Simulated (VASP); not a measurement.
A run of VASP 6.6.1 is set up as follows.

File INCAR:

```
PREC = Accurate
ENCUT = 520
EDIFF = 1E-6
ISMEAR = 1
SIGMA = 0.1
LREAL = F
LASPH = T
NELM = 100
ALGO = Normal
ISIF = 2
LWAVE = F
LCHARG = F
NBANDS = 13
```

File KPOINTS:

```
regular mesh
0
Gamma
  14 14 14
```

File POSCAR:

```
Sn
1.0
   -1.7265400000      1.7755500000      2.3383400000
    1.7265400000     -1.7755500000      2.3383400000
    1.7265400000      1.7755500000     -2.3383400000
Sn
1
Direct
    0.0000000000      0.0000000000      0.0000000000
```

Potentials or basis: VASP PAW LDA potentials, release 64 (Sn_d).

The run is started by

```console
$ cat potpaw_LDA.64/Sn_d/POTCAR > POTCAR
$ mpirun -np 1 vasp_std > vasp.out
```

What does it give for the band gap on the k mesh?

Zero (bands 7 and 8 overlap by 8.76 eV).

Estimate the pressure.

-4.6 GPa.

Stress tensor (GPa, compression positive):
```
-4.40  0.00  0.00
 0.00 -4.37  0.00
 0.00  0.00 -4.96
```

Caveat: the cell stands under tension; spin-orbit coupling is left out, which moves the levels of the heavy elements.
